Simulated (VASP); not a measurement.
## Tl2Ga: single point with PBE

The system is Tl2Ga.

```xyz
3
Lattice="-1.8765 1.8765 5.8560 1.8765 -1.8765 5.8560 1.8765 1.8765 -5.8560" Properties=species:S:1:pos:R:3 pbc="T T T"
Tl    0.0000    0.0000    7.6509
Tl    0.0000    0.0000    4.0611
Ga    0.0000    0.0000    0.0000
```

| Property | Result |
| --- | --- |
| Program | VASP 6.6.1 |
| Task | single point |
| Functional | PBE |
| Potentials or basis | VASP PAW PBE potentials, release 64 (Tl_d, Ga_d) |
| Cutoff | 520 eV |
| k mesh | 6 × 6 × 6 |
| Occupations | gaussian, width 0.1 eV |
| Spin | no spin polarisation |
| Dipole correction | no |
| Further INCAR settings | ALGO = Normal; EDIFF = 1e-07; NBANDS = 26 |

```json
{
  "Pressure": "0.0 GPa",
  "Largest force": "0.011 eV/Å",
  "Band gap on the k mesh": "zero (an odd number of electrons rules out a gap without spin polarisation)"
}
```

Forces in eV/Å, atoms in the order of the input:
```
Tl   0.000  0.000  0.011
Tl   0.000  0.000 -0.011
Ga   0.000  0.000  0.000
```

Levels at points of the mesh, in eV from the Fermi level:
| k point | band 17 | band 18 | band 19 | band 20 | band 21 | band 22 |
| --- | --- | --- | --- | --- | --- | --- |
| (0.00, 0.00, 0.00) | -5.40 | -4.69 | 2.24 | 2.51 | 2.51 | 3.01 |
| (0.50, 0.00, 0.00) | -6.35 | -4.91 | -2.68 | 0.89 | 1.46 | 4.41 |
| (0.50, 0.50, 0.00) | -4.02 | -4.00 | -2.64 | -1.47 | -0.82 | 1.53 |
| (0.50, 0.50, 0.50) | -8.39 | -1.29 | 1.06 | 1.58 | 1.58 | 5.26 |

Run time: 47 s on 1 thread of Intel(R) Xeon(R) 6975P-C (Granite Rapids) (shared host), peak memory 0.34 GiB.

Caveat: spin-orbit coupling is left out, which moves the levels of the heavy elements.
